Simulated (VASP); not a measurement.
# Li (P2_13) in VASP: a series of runs

Li is run at these levels: PBEsol, r2SCAN+D4, r2SCAN; tasks: single point.

Program: VASP 6.6.1. These are calculated values, not measurements. Logs are shortened: lines on timing, memory, paths and dates and some standing lists are left out, and cuts for length are marked.

### 1 The cell of the first run

The typed cell holds 4 atoms: a = 4.328 Å, b = 4.328 Å, c = 4.328 Å, α = 90.00°, β = 90.00°, γ = 90.00°.

This isn't the form of Li at room conditions, which is bcc.

### 2 Single point, PBEsol

The input, INCAR:

```
PREC = Accurate
ENCUT = 520
EDIFF = 1E-7
ISMEAR = 1
SIGMA = 0.05
LREAL = F
LASPH = T
NELM = 80
ALGO = Normal
ISIF = 2
LWAVE = F
LCHARG = T
GGA = PS
LELF = T
LVHAR = T
NBANDS = 14
```

The input, KPOINTS:

```
Automatic mesh
0
Gamma
  5 5 5
```

The input, POSCAR:

```
Li
1.0
    4.3280634739      0.0000000000      0.0000000000
    0.0000000000      4.3280634739      0.0000000000
    0.0000000000      0.0000000000      4.3280634739
Li
4
Direct
    0.7498639738      0.2501360262      0.7501360262
    0.2498639738      0.2498639738      0.2498639738
    0.2501360262      0.7501360262      0.7498639738
    0.7501360262      0.7498639738      0.2501360262
```

Potentials or basis: VASP PAW PBE potentials, release 64 (Li_sv).

Launch:

```
$ cat potpaw_PBE.64/Li_sv/POTCAR > POTCAR
$ mpirun -np 1 vasp_std > vasp.out
```

OUTCAR:

```text
PREC = Accurate
   ENCUT = 520
   EDIFF = 1E-7
   ISMEAR = 1
   LREAL = F
   LASPH = T
   NELM = 80
   ISIF = 2
   GGA = PS

 ion  position               nearest neighbor table
   1  0.750  0.250  0.750-
   2  0.250  0.250  0.250-
   3  0.250  0.750  0.750-
   4  0.750  0.750  0.250-

  LATTYP: Found a simple cubic cell.
 ALAT       =     4.3280634739

  Lattice vectors:

 A1 = (   4.3280634739,   0.0000000000,   0.0000000000)
 A2 = (   0.0000000000,   4.3280634739,   0.0000000000)
 A3 = (   0.0000000000,   0.0000000000,   4.3280634739)

Analysis of symmetry for initial positions (statically):
=====================================================================
 Subroutine PRICEL returns:
 Original cell was already a primitive cell.

 Routine SETGRP: Setting up the symmetry group for a
 simple cubic supercell.

 Subroutine GETGRP returns: Found 12 space group operations
 (whereof  3 operations were pure point group operations)
 out of a pool of 48 trial point group operations.

The static configuration has the point symmetry C_3 .
 The point group associated with its full space group is T   .

Analysis of symmetry for dynamics (positions and initial velocities):
=====================================================================
 Subroutine PRICEL returns:
 Original cell was already a primitive cell.

 Routine SETGRP: Setting up the symmetry group for a
 simple cubic supercell.

 Subroutine GETGRP returns: Found 12 space group operations
 (whereof  3 operations were pure point group operations)
 out of a pool of 48 trial point group operations.

The dynamic configuration has the point symmetry C_3 .
 The point group associated with its full space group is T   .

 Subroutine INISYM returns: Found 12 space group operations
 (whereof  3 operations are pure point group operations),
 and found     1 'primitive' translations

----------------------------------------------------------------------------------------

                                     Primitive cell

  volume of cell :      81.0739

  direct lattice vectors                    reciprocal lattice vectors
     4.328063474  0.000000000  0.000000000     0.231050216  0.000000000  0.000000000
     0.000000000  4.328063474  0.000000000     0.000000000  0.231050216  0.000000000
     0.000000000  0.000000000  4.328063474     0.000000000  0.000000000  0.231050216

[... 83 lines left out ...]
   PSTRESS=    0.0 pullay stress
   NELECT =      12.0000    total number of electrons
   NUPDOWN=      -1.0000    fix difference up-down
   EMIN   =  10.00;   EMAX   =-10.00  energy-range for DOS
   EFERMI =   0.00;   METHOD = LEGACY
   ISMEAR =     1;   SIGMA  =   0.05  broadening in eV -4-tet -1-fermi 0-gaus
   EFERMI_NEDOS =   21; number of points for ismear=-14 and -15
   IALGO  =     38    algorithm
   IMIX   =      4    mixing-type and parameters
     AMIX     =   0.40;   BMIX     =  1.00
     AMIX_MAG =   1.60;   BMIX_MAG =  1.00
  volume/ion in A,a.u.               =      20.27       136.78
  Fermi-wavevector in a.u.,A,eV,Ry     =   0.865981  1.636467 10.203320  0.749923
  Thomas-Fermi vector in A             =   1.984303
   LORBIT       =      0    0 simple, 1 ext, 2 COOP (PROOUT), +10 PAW based schemes
   GGA     = PS    functional components
   LHFCALC =     F    Hartree Fock is set to
   AEXX    =    0.0000 exact exchange contribution
   IVDW    =     0    specifies the selected vdW correction
   LEPSILON=     F    determine dielectric tensor
   LRPA    =     F    only Hartree local field effects (RPA)
 non-spin polarized calculation
 Methfessel and Paxton  Order N= 1 SIGMA  =   0.05
  energy-cutoff  :      520.00
  volume of cell :       81.07
 maximum number of plane-waves:      2203
   NGX = 17   NGY = 17   NGZ = 17

 number of electron      11.9999996 magnetization

 Free energy of the ion-electron system (eV)
  ---------------------------------------------------
  ext. energy  EPLUGINS =         0.00000000
  ---------------------------------------------------
  free energy    TOTEN  =        -7.90585148 eV

  energy without entropy =       -7.90632609  energy(sigma->0) =       -7.90600968

 E-fermi :   0.3924     XC(G=0):  -7.0180

 val. band max:        0.3549311591   @ k =   0.4000   0.4000   0.2000
 cond. band min:       0.6915727918   @ k =   0.4000   0.4000   0.4000
 fundamental gap:      0.3366416327
 Fermi energy:         0.3923911405

 k-point     1 :       0.0000    0.0000    0.0000
  band No.  band energies     occupation
      1     -45.2835      2.00000
      2     -45.2582      2.00000
      3     -45.2582      2.00000
      4     -45.2582      2.00000
      5      -2.9283      2.00000
      6       2.1564      0.00000
      7       2.1564      0.00000
      8       2.1564      0.00000
      9       5.3393      0.00000
     10       5.3393      0.00000
     11       5.3393      0.00000
     12       9.0688      0.00000
     13       9.0688      0.00000
     14       9.0688      0.00000
[... 156 lines left out ...]
      1     -45.2664      2.00000
      2     -45.2640      2.00000
      3     -45.2640      2.00000
      4     -45.2640      2.00000
      5      -0.1873      2.00000
      6       0.6916     -0.00000
      7       0.6920     -0.00000
      8       0.6924     -0.00000
      9       3.7970      0.00000
     10       3.7973      0.00000
     11       3.7975      0.00000
     12       4.7846      0.00000
     13      12.3524      0.00000
     14      12.3665      0.00000

------------------------ aborting loop because EDIFF is reached ----------------------------------------

  FORCE on cell =-STRESS in cart. coord.  units (eV):
  Direction    XX          YY          ZZ          XY          YZ          ZX
  --------------------------------------------------------------------------------------
  -------------------------------------------------------------------------------------
  Total       -0.0576483     -0.0576483     -0.0576483      0.0000000      0.0000000      0.0000000
  in kB       -1.1392418     -1.1392418     -1.1392418      0.0000000      0.0000000      0.0000000
  external PRESSURE =      -1.1392418 kB  Pullay stress =       0.0000000 kB

 VOLUME and BASIS-vectors are now :
 -----------------------------------------------------------------------------
  energy-cutoff  :      520.00
  volume of cell :       81.07
      direct lattice vectors                 reciprocal lattice vectors
     4.328063474  0.000000000  0.000000000     0.231050216  0.000000000  0.000000000
     0.000000000  4.328063474  0.000000000     0.000000000  0.231050216  0.000000000
     0.000000000  0.000000000  4.328063474     0.000000000  0.000000000  0.231050216

 POSITION                                       TOTAL-FORCE (eV/Angst)
 -----------------------------------------------------------------------------------
      3.24546      1.08260      3.24664         0.000730     -0.000730     -0.000730
      1.08143      1.08143      1.08143         0.000730      0.000730      0.000730
      1.08260      3.24664      3.24546        -0.000730     -0.000730      0.000730
      3.24664      3.24546      1.08260        -0.000730      0.000730     -0.000730
 -----------------------------------------------------------------------------------
    total drift:                               -0.000000     -0.000000     -0.000000

  FREE ENERGIE OF THE ION-ELECTRON SYSTEM (eV)
  ---------------------------------------------------
  free  energy   TOTEN  =        -7.9058514826 eV

  energy  without entropy=       -7.9063260856  energy(sigma->0) =       -7.90600968
```

OSZICAR:

```text
N       E                     dE             d eps       ncg     rms          rms(c)
DAV:   1     0.525827738812E+02    0.52583E+02   -0.56530E+03   308   0.856E+02
DAV:   2     0.543565331056E+01   -0.47147E+02   -0.45594E+02   356   0.210E+02
DAV:   3    -0.764289921450E+01   -0.13079E+02   -0.12853E+02   604   0.520E+01
DAV:   4    -0.790526155280E+01   -0.26236E+00   -0.26228E+00   376   0.139E+01
DAV:   5    -0.791510560814E+01   -0.98441E-02   -0.98426E-02   508   0.202E+00    0.667E-01
DAV:   6    -0.790867315390E+01    0.64325E-02   -0.32653E-03   462   0.373E-01    0.379E-01
DAV:   7    -0.790568814257E+01    0.29850E-02   -0.69655E-03   568   0.432E-01    0.598E-02
DAV:   8    -0.790584880286E+01   -0.16066E-03   -0.16801E-03   440   0.231E-01    0.881E-03
DAV:   9    -0.790585189087E+01   -0.30880E-05   -0.22145E-05   492   0.340E-02    0.373E-03
DAV:  10    -0.790585236309E+01   -0.47222E-06   -0.19421E-06   466   0.106E-02    0.558E-03
DAV:  11    -0.790585141111E+01    0.95198E-06   -0.54231E-07   442   0.620E-03    0.164E-04
DAV:  12    -0.790585148257E+01   -0.71468E-07   -0.51741E-08   274   0.206E-03
   1 F= -.79058515E+01 E0= -.79060097E+01  d E =0.474603E-03
```

stdout:

```text
POSCAR found type information on POSCAR Li
 POSCAR found :  1 types and       4 ions
 scaLAPACK will be used
 -----------------------------------------------------------------------------
|                                                                             |
|                                                                             |
|     You enforced a specific xc type in the INCAR file but a different       |
|     I HOPE YOU KNOW WHAT YOU ARE DOING!                                     |
|                                                                             |
 -----------------------------------------------------------------------------

 LDA part: xc-table for (Slater+PW92), standard interpolation
 POSCAR, INCAR and KPOINTS ok, starting setup
 FFT: planning ... GRIDC
 FFT: planning ... GRID_SOFT
 FFT: planning ... GRID
 WAVECAR not read
 entering main loop
```

It took 6.3 s on 1 thread of Intel Xeon 6975P-C (Granite Rapids), shared host; peak memory 0.16 GiB.

Results:

| Quantity | Value |
| --- | --- |
| Free energy | -7.9059 eV |
| Band gap on the k mesh | zero (bands 6 and 7 overlap by 1.96 eV) |

Caveat: the cutoff is under 1.25 times the usual one of these potentials, so pressure, stress and relaxed cells hold a basis-set (Pulay) error; the PAW data sets were made with another functional, which shifts forces and pressure a little.

(Continued in part 2 of 2.)
